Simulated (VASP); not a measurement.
# In3GaAsP3 (P1) in VASP: relaxation of volume and atoms at fixed shape with PBEsol

Aim: the relaxation of volume and atoms at fixed shape of In3GaAsP3 with PBEsol.

All numbers are computed with VASP 6.6.1; they aren't measurements. Logs are shortened: lines on timing, memory, paths and dates and some standing lists are left out, and cuts for length are marked.

## 1. The cell of the first run

The typed cell holds 64 atoms: a = 11.647 Å, b = 11.647 Å, c = 11.647 Å, α = 90.00°, β = 90.00°, γ = 90.00°.

## 2. Relaxation of volume and atoms at fixed shape, PBEsol

File INCAR:

```
PREC = Accurate
ENCUT = 500
EDIFF = 1E-7
ISMEAR = -1
SIGMA = 0.05
LREAL = Auto
LASPH = True
NELM = 120
ALGO = Normal
ISIF = 8
LWAVE = False
LCHARG = False
GGA = PS
IBRION = 2
NSW = 100
EDIFFG = -0.03
ISYM = -1
GGA_COMPAT = False
NELMIN = 4
KPAR = 1
```

File KPOINTS:

```
explicit points
1
Reciprocal
  0.25000000   0.25000000   0.25000000 1
```

File POSCAR:

```
In3GaAsP3
1.0
   11.6470150000      0.0000000000      0.0000000000
    0.0000000000     11.6470150000      0.0000000000
    0.0000000000      0.0000000000     11.6470150000
In Ga P As
24 8 24 8
Direct
    0.9991600000      0.0026720000      0.9985860000
    0.9993270000      0.4981270000      0.0001860000
    0.9989470000      0.4995990000      0.5005140000
    0.5012920000      0.0009150000      0.9994250000
    0.4962610000      0.5014710000      0.9991290000
    0.2502730000      0.7483240000      0.9999360000
    0.2487070000      0.7535050000      0.5005910000
    0.7514630000      0.2494540000      0.0021670000
    0.7508920000      0.2487110000      0.5010620000
    0.7512030000      0.7518810000      0.9976730000
    0.7511200000      0.7471120000      0.5003270000
    0.2482970000      0.9969450000      0.7507290000
    0.2516490000      0.5013230000      0.2511260000
    0.2503200000      0.4979750000      0.7477980000
    0.7468720000      0.9991520000      0.2487410000
    0.7489220000      0.9976250000      0.7494160000
    0.7469160000      0.5015200000      0.2499240000
    0.7472790000      0.5014060000      0.7494620000
    0.9999350000      0.2491320000      0.2478070000
    0.0006750000      0.7480500000      0.2515450000
    0.0011900000      0.7480640000      0.7477410000
    0.5001270000      0.2468780000      0.2495590000
    0.5004310000      0.2497550000      0.7531240000
    0.5012340000      0.7509140000      0.2452880000
    0.0003470000      0.0034580000      0.4983630000
    0.4987660000      0.9988570000      0.5020690000
    0.4998130000      0.4988080000      0.4997840000
    0.2467910000      0.2497720000      0.0010270000
    0.2490600000      0.2488980000      0.4988370000
    0.2493920000      0.9959000000      0.2537780000
    0.0023600000      0.2501040000      0.7517810000
    0.5052670000      0.7535230000      0.7493440000
    0.1238630000      0.1277750000      0.1254100000
    0.1239250000      0.1284560000      0.6263820000
    0.1259980000      0.6231870000      0.1296080000
    0.1238710000      0.6274990000      0.6266670000
    0.6226260000      0.1234090000      0.1237220000
    0.6249580000      0.6211700000      0.1240500000
    0.6263970000      0.6260680000      0.6247970000
    0.3754950000      0.3722820000      0.6259900000
    0.3757920000      0.8745550000      0.6248620000
    0.8752860000      0.3760320000      0.1274950000
    0.8756410000      0.8782030000      0.1278160000
    0.3751960000      0.1252290000      0.3723020000
    0.3749750000      0.1261990000      0.8746260000
    0.3754890000      0.6249930000      0.3745330000
    0.3773950000      0.6241210000      0.8728140000
    0.8748660000      0.6244230000      0.3753360000
    0.8729150000      0.6242470000      0.8780410000
    0.1249390000      0.3703640000      0.3752000000
    0.1252950000      0.3760710000      0.8750510000
    0.1262950000      0.8785330000      0.3741930000
    0.1263510000      0.8743070000      0.8764540000
    0.6273790000      0.3770590000      0.3780460000
    0.6252440000      0.3735720000      0.8772610000
    0.6256720000      0.8756150000      0.3766030000
    0.6264790000      0.1248220000      0.6271680000
    0.3750490000      0.3730900000      0.1266680000
    0.3721510000      0.8748360000      0.1248970000
    0.8768650000      0.3760370000      0.6240710000
    0.8765670000      0.8736750000      0.6237580000
    0.8749970000      0.1247140000      0.3760350000
    0.8781310000      0.1239580000      0.8762540000
    0.6246090000      0.8727840000      0.8748240000
```

Potentials or basis: VASP PAW PBE potentials, release 64 (In_d, Ga_d, P, As).

Run with:

```
> cat potpaw_PBE.64/In_d/POTCAR potpaw_PBE.64/Ga_d/POTCAR potpaw_PBE.64/P/POTCAR potpaw_PBE.64/As/POTCAR > POTCAR
> mpirun -np 4 vasp_std > vasp.out
```

OUTCAR:

```text
PREC = Accurate
   ENCUT = 500
   EDIFF = 1E-7
   ISMEAR = -1
   LREAL = Auto
   LASPH = True
   NELM = 120
   ISIF = 8
   GGA = PS
   IBRION = 2
   NSW = 100
   EDIFFG = -0.03
   ISYM = -1
   NELMIN = 4

 ion  position               nearest neighbor table
   1  0.999  0.003  0.999-  63 2.45  33 2.53  43 2.54  53 2.54
   2  0.999  0.498  0.000-  51 2.51  42 2.51  49 2.52  35 2.56
   3  0.999  0.500  0.501-  60 2.48  48 2.52  36 2.55  50 2.56
   4  0.501  0.001  0.999-  37 2.48  64 2.53  45 2.53  59 2.56
   5  0.496  0.501  0.999-  47 2.47  38 2.51  58 2.54  55 2.55
   6  0.250  0.748  1.000-  59 2.51  53 2.51  47 2.54  35 2.55
[... 56 lines left out ...]
  63  0.878  0.124  0.876-   1 2.45  31 2.52   8 2.54  16 2.57
  64  0.625  0.873  0.875-  32 2.45  10 2.49  16 2.52   4 2.53

IMPORTANT INFORMATION: All symmetrisations will be switched off!
NOSYMM: (Re-)initialisation of all symmetry stuff for point group C_1.

----------------------------------------------------------------------------------------

                                     Primitive cell

  volume of cell :    1579.9520

  direct lattice vectors                    reciprocal lattice vectors
    11.647015000  0.000000000  0.000000000     0.085858909  0.000000000  0.000000000
     0.000000000 11.647015000  0.000000000     0.000000000  0.085858909  0.000000000
     0.000000000  0.000000000 11.647015000     0.000000000  0.000000000  0.085858909

  length of vectors
    11.647015000 11.647015000 11.647015000     0.085858909  0.085858909  0.085858909

  position of ions in fractional coordinates (direct lattice)
     0.999160000  0.002672000  0.998586000
     0.999327000  0.498127000  0.000186000
     0.998947000  0.499599000  0.500514000
     0.501292000  0.000915000  0.999425000
     0.496261000  0.501471000  0.999129000
     0.250273000  0.748324000  0.999936000
[... 56 lines left out ...]
     0.878131000  0.123958000  0.876254000
     0.624609000  0.872784000  0.874824000

  ion indices of the primitive-cell ions
   primitive index   ion index
                 1           1
                 2           2
                 3           3
                 4           4
                 5           5
                 6           6
[... 56 lines left out ...]
                63          63
                64          64

----------------------------------------------------------------------------------------

 KPOINTS: explicit points

Read explicit list of k-points.

 Found      1 k-points:

 Following reciprocal coordinates:
            Coordinates               Weight
  0.250000  0.250000  0.250000      1.000000
   k-points           NKPTS =      1   k-points in BZ     NKDIM =      1   number of bands    NBANDS=    348
   number of dos      NEDOS =    301   number of ions     NIONS =     64
   total plane-waves  NPLWV = 729000
   dimension x,y,z NGX =    90 NGY =   90 NGZ =   90
   dimension x,y,z NGXF=   180 NGYF=  180 NGZF=  180
   ions per type =              24   8  24   8
   NGX,Y,Z   is equivalent  to a cutoff of  12.85, 12.85, 12.85 a.u.
   NGXF,Y,Z  is equivalent  to a cutoff of  25.69, 25.69, 25.69 a.u.
 SYSTEM =  unknown system
   PREC   = accura    normal or accurate (medium, high low for compatibility)
   ISTART =      0    job   : 0-new  1-cont  2-samecut
   ICHARG =      2    charge: 1-file 2-atom 10-const
   ISPIN  =      1    spin polarized calculation?
   LNONCOLLINEAR =      F non collinear calculations
   LSORBIT =      F    spin-orbit coupling
   LASPH  =      T    aspherical Exc in radial PAW
   ENCUT  =  500.0 eV  36.75 Ry    6.06 a.u.  21.24 21.24 21.24*2*pi/ulx,y,z
   NELM   =    120;   NELMIN=  4; NELMDL= -5     # of ELM steps
   EDIFF  = 0.1E-06   stopping-criterion for ELM
   LREAL  =      T    real-space projection
   EDIFFG = -.3E-01   stopping-criterion for IOM
   NSW    =    100    number of steps for IOM
   IBRION =      2    ionic relax: 0-MD 1-quasi-New 2-CG
   NFREE  =      1    steps in history (QN), initial steepest desc. (CG)
   ISIF   =      8    stress and relaxation
   ISYM   =     -1    0-nonsym 1-usesym 2-fastsym
   POTIM  = 0.5000    time-step for ionic-motion
   TEBEG  =    0.0;   TEEND  =   0.0 temperature during run
   PSTRESS=    0.0 pullay stress
   NELECT =     576.0000    total number of electrons
   NUPDOWN=      -1.0000    fix difference up-down
   EMIN   =  10.00;   EMAX   =-10.00  energy-range for DOS
   EFERMI =   0.00;   METHOD = LEGACY
   ISMEAR =    -1;   SIGMA  =   0.05  broadening in eV -4-tet -1-fermi 0-gaus
   EFERMI_NEDOS =   21; number of points for ismear=-14 and -15
   IALGO  =     38    algorithm
   IMIX   =      4    mixing-type and parameters
     AMIX     =   0.40;   BMIX     =  1.00
     AMIX_MAG =   1.60;   BMIX_MAG =  1.00
  volume/ion in A,a.u.               =      24.69       166.59
  Fermi-wavevector in a.u.,A,eV,Ry     =   1.169502  2.210039 18.609168  1.367735
  Thomas-Fermi vector in A             =   2.305974
   LORBIT       =      0    0 simple, 1 ext, 2 COOP (PROOUT), +10 PAW based schemes
   GGA     = PS    functional components
   LHFCALC =     F    Hartree Fock is set to
   AEXX    =    0.0000 exact exchange contribution
   IVDW    =     0    specifies the selected vdW correction
   LEPSILON=     F    determine dielectric tensor
   LRPA    =     F    only Hartree local field effects (RPA)
 conjugate gradient relaxation of ions
 non-spin polarized calculation
  energy-cutoff  :      500.00
  volume of cell :     1579.95
 maximum number of plane-waves:     40099
 NGX is ok and might be reduce to    84
   NGX = 43   NGY = 43   NGZ = 43

--------------------------------------- Ionic step        1  -------------------------------------------

 number of electron     575.9999976 magnetization

 Free energy of the ion-electron system (eV)
  ---------------------------------------------------
  ext. energy  EPLUGINS =         0.00000000
  ---------------------------------------------------
  free energy    TOTEN  =      -289.50217883 eV

  energy without entropy =     -289.50217652  energy(sigma->0) =     -289.50217768

------------------------ aborting loop because EDIFF is reached ----------------------------------------

  FORCE on cell =-STRESS in cart. coord.  units (eV):
  Direction    XX          YY          ZZ          XY          YZ          ZX
  --------------------------------------------------------------------------------------
  -------------------------------------------------------------------------------------
  Total        6.9018022      7.0290590      6.7754800     -8.5690216     -7.2021714     -5.3311106
  in kB        6.9988903      7.1279372      6.8707911     -8.6895625     -7.3034848     -5.4061037
  external PRESSURE =       6.9992062 kB  Pullay stress =       0.0000000 kB
[... 275 lines left out ...]
  FREE ENERGIE OF THE ION-ELECTRON SYSTEM (eV)
  ---------------------------------------------------
  free  energy   TOTEN  =      -291.4807104991 eV

  energy  without entropy=     -291.4807074619  energy(sigma->0) =     -291.48070898

[... ionic steps 4 to 13 ...]

--------------------------------------- Ionic step       14  -------------------------------------------

 number of electron     576.0000004 magnetization

------------------------ aborting loop because EDIFF is reached ----------------------------------------

  FORCE on cell =-STRESS in cart. coord.  units (eV):
  Direction    XX          YY          ZZ          XY          YZ          ZX
  --------------------------------------------------------------------------------------
  -------------------------------------------------------------------------------------
  Total        0.0978364     -0.2629412     -0.5359480     -4.4529403     -4.5869908     -4.3854705
  in kB        0.0994168     -0.2671886     -0.5446055     -4.5248712     -4.6610871     -4.4563115
  external PRESSURE =      -0.2374591 kB  Pullay stress =       0.0000000 kB
[... 181 lines left out ...]
  energy  without entropy=     -292.3787748141  energy(sigma->0) =     -292.37877581

--------------------------------------- Ionic step       16  -------------------------------------------

 number of electron     575.9999998 magnetization

 Free energy of the ion-electron system (eV)
  ---------------------------------------------------
  ext. energy  EPLUGINS =         0.00000000
  ---------------------------------------------------
  free energy    TOTEN  =      -292.38007215 eV

  energy without entropy =     -292.38007018  energy(sigma->0) =     -292.38007116

 E-fermi :   5.3478     XC(G=0):  -9.5348

 val. band max:        4.6024958704   @ k =   0.2500   0.2500   0.2500
 cond. band min:       6.0629163847   @ k =   0.2500   0.2500   0.2500
 fundamental gap:      1.4604205143
 Fermi energy:         5.3477913761

 k-point     1 :       0.2500    0.2500    0.2500
  band No.  band energies     occupation
      1      -9.9272      2.00000
      2      -9.9260      2.00000
      3      -9.9199      2.00000
      4      -9.9144      2.00000
      5      -9.9094      2.00000
      6      -9.8993      2.00000
[... 292 lines left out ...]
    299       7.0443      0.00000
    300       7.0688      0.00000
 [bands above 300 left out]

------------------------ aborting loop because EDIFF is reached ----------------------------------------

  FORCE on cell =-STRESS in cart. coord.  units (eV):
  Direction    XX          YY          ZZ          XY          YZ          ZX
  --------------------------------------------------------------------------------------
  -------------------------------------------------------------------------------------
  Total        0.4705418      0.1207591     -0.1388167     -4.4292055     -4.5571792     -4.4100593
  in kB        0.4784216      0.1227814     -0.1411414     -4.5033782     -4.6334950     -4.4839113
  external PRESSURE =       0.1533539 kB  Pullay stress =       0.0000000 kB
[... 79 lines left out ...]
  FREE ENERGIE OF THE ION-ELECTRON SYSTEM (eV)
  ---------------------------------------------------
  free  energy   TOTEN  =      -292.3800721517 eV

  energy  without entropy=     -292.3800701779  energy(sigma->0) =     -292.38007116

 reached required accuracy - stopping structural energy minimisation
```

It took 1.6 h on 4 MPI ranks of Intel Xeon Platinum 8488C (Sapphire Rapids), shared host; peak memory 0.63 GiB.

Results:

* Free energy: -292.3801 eV
* Relaxed volume: 24.62 Å³/atom
* Relaxed cell: a = 11.637 Å, b = 11.637 Å, c = 11.637 Å, α = 90.00°, β = 90.00°, γ = 90.00°
* Space group after relaxing (to 0.1 Å): P1 (No. 1)
* Energy gained by relaxing: 45.0 meV/atom
* Ionic steps: 16
* Pressure after relaxing: 0.0 GPa
* Largest force after relaxing: 0.022 eV/Å
* Band gap on the k mesh: 1.46 eV

Forces in eV/Å, atoms in the order of the input:
```
In  -0.003 -0.006  0.005
In  -0.004 -0.002 -0.004
In  -0.008  0.005  0.004
In   0.012 -0.008  0.011
In   0.022  0.002  0.000
In  -0.004  0.010  0.003
In  -0.010 -0.001 -0.006
In   0.005  0.009 -0.010
In   0.003 -0.001 -0.003
In  -0.001 -0.006  0.002
In  -0.012 -0.001  0.005
In   0.001 -0.004  0.002
In  -0.001  0.004 -0.016
In  -0.009 -0.008  0.013
In   0.011 -0.003  0.003
In   0.000  0.001  0.009
In   0.014  0.006 -0.004
In   0.000  0.008  0.006
In  -0.006  0.002 -0.007
In  -0.008  0.002 -0.001
In  -0.003  0.003  0.012
In   0.002  0.007 -0.005
In   0.004  0.008  0.002
In   0.012 -0.007  0.003
Ga  -0.001  0.001 -0.005
Ga   0.002 -0.007 -0.008
Ga  -0.004  0.002  0.002
Ga  -0.002 -0.009 -0.006
Ga  -0.001  0.004  0.000
Ga  -0.005  0.010 -0.007
Ga  -0.007 -0.005  0.006
Ga  -0.001 -0.010 -0.003
P   -0.010 -0.003  0.002
P    0.001 -0.002  0.007
P   -0.015  0.002 -0.008
P    0.004  0.002  0.013
P    0.016  0.006  0.005
P    0.009  0.003  0.001
P    0.012  0.000  0.002
P   -0.006  0.007  0.003
P    0.002 -0.010  0.003
P    0.003  0.008  0.002
P   -0.009 -0.004 -0.012
P   -0.006  0.001 -0.008
P    0.009 -0.005  0.008
P    0.000 -0.001 -0.005
P    0.003 -0.005  0.001
P   -0.013  0.015  0.005
P   -0.015 -0.008  0.009
P   -0.004  0.001 -0.013
P   -0.013  0.001 -0.001
P    0.000 -0.004 -0.007
P   -0.003  0.009  0.008
P    0.005  0.008 -0.011
P    0.004  0.010 -0.005
P    0.010 -0.007 -0.003
As   0.002 -0.006 -0.002
As   0.006  0.000 -0.013
As   0.012 -0.003  0.015
As  -0.004 -0.005  0.006
As  -0.013 -0.002 -0.002
As   0.004  0.011 -0.002
As   0.001 -0.009  0.004
As   0.006 -0.013 -0.004
```

Stress tensor (GPa, compression positive):
```
 0.05 -0.45 -0.45
-0.45  0.01 -0.46
-0.45 -0.46 -0.01
```

The path:
| step | energy change (eV) | largest force (eV/Å) | pressure (GPa) | volume (Å³) |
| --- | --- | --- | --- | --- |
| 1 | 0.0000 | 1.6054 | 0.70 | 1579.95 |
| 2 | -1.7179 | 0.8397 | -0.78 | 1604.74 |
| 3 | -1.9785 | 0.7185 | -1.46 | 1619.34 |
| 4 | -2.5232 | 0.5382 | 0.45 | 1568.91 |
| 5 | -2.5265 | 0.5375 | 0.63 | 1564.57 |
| 6 | -2.7590 | 0.2512 | 0.17 | 1573.22 |
| 7 | -2.7838 | 0.3158 | -0.01 | 1577.06 |
| 8 | -2.8409 | 0.1231 | -0.07 | 1577.97 |
| 9 | -2.8550 | 0.2004 | -0.10 | 1578.70 |
| 10 | -2.8676 | 0.0705 | 0.10 | 1573.74 |
| 11 | -2.8679 | 0.0501 | 0.14 | 1572.78 |
| 12 | -2.8729 | 0.0770 | -0.07 | 1577.77 |
| 13 | -2.8729 | 0.0714 | -0.05 | 1577.26 |
| 14 | -2.8758 | 0.0324 | -0.02 | 1576.71 |
| 15 | -2.8766 | 0.0342 | 0.00 | 1576.18 |
| 16 | -2.8779 | 0.0219 | 0.02 | 1575.79 |

Final structure:
```
CELL_PARAMETERS angstrom
11.63678 0.00000 0.00000
0.00000 11.63678 0.00000
0.00000 0.00000 11.63678
ATOMIC_POSITIONS crystal
In 0.00827 0.00025 0.00493
In 0.00308 0.49436 0.99892
In 0.00568 0.49946 0.49912
In 0.49426 0.00573 0.00042
In 0.49873 0.50392 0.99571
In 0.25115 0.74787 0.99761
In 0.25444 0.75510 0.50066
In 0.75044 0.25297 0.00208
In 0.74690 0.25208 0.50060
In 0.75183 0.74773 0.00137
In 0.74315 0.74866 0.50014
In 0.25129 0.00272 0.74635
In 0.25131 0.49862 0.25537
In 0.25253 0.49445 0.74688
In 0.74657 0.99693 0.25192
In 0.75099 0.99952 0.74587
In 0.74786 0.49974 0.25355
In 0.74439 0.50337 0.75088
In 0.00971 0.25037 0.24907
In 0.00335 0.75510 0.25397
In 0.00350 0.74771 0.75060
In 0.49560 0.24568 0.25842
In 0.49136 0.25388 0.74837
In 0.49989 0.74824 0.25690
Ga 0.01194 0.00590 0.49940
Ga 0.49017 0.99525 0.49759
Ga 0.49502 0.49801 0.50156
Ga 0.24486 0.24408 0.99684
Ga 0.25115 0.24565 0.50016
Ga 0.24770 0.00796 0.25810
Ga 0.01202 0.24803 0.74710
Ga 0.49561 0.74660 0.74049
P 0.14028 0.12527 0.12700
P 0.12550 0.13134 0.61854
P 0.12587 0.62357 0.12702
P 0.12937 0.62555 0.62408
P 0.62441 0.12614 0.12731
P 0.62343 0.62495 0.12679
P 0.60927 0.62159 0.62250
P 0.37191 0.37251 0.60951
P 0.38496 0.87636 0.62582
P 0.87645 0.37466 0.12940
P 0.87540 0.87563 0.12559
P 0.36665 0.11744 0.38476
P 0.36540 0.13283 0.87853
P 0.37998 0.61848 0.38367
P 0.37924 0.63075 0.86362
P 0.87562 0.62547 0.37622
P 0.87674 0.62276 0.87502
P 0.13488 0.36704 0.38309
P 0.12820 0.36102 0.87356
P 0.12905 0.88969 0.37704
P 0.12773 0.87500 0.87311
P 0.61585 0.38223 0.38289
P 0.62222 0.37397 0.87404
P 0.61529 0.88156 0.38257
As 0.61138 0.11798 0.61723
As 0.36720 0.36686 0.11666
As 0.36587 0.88165 0.13658
As 0.88249 0.37080 0.63364
As 0.88622 0.87975 0.61474
As 0.88257 0.12048 0.37909
As 0.88518 0.13093 0.86966
As 0.61560 0.86695 0.86750
```

Caveat: the PAW data sets were made with another functional, which shifts forces and pressure a little; spin-orbit coupling is left out, which moves the levels of the heavy elements; a shifted mesh leaves out Γ, where band edges can lie. A k mesh can miss the band edges.
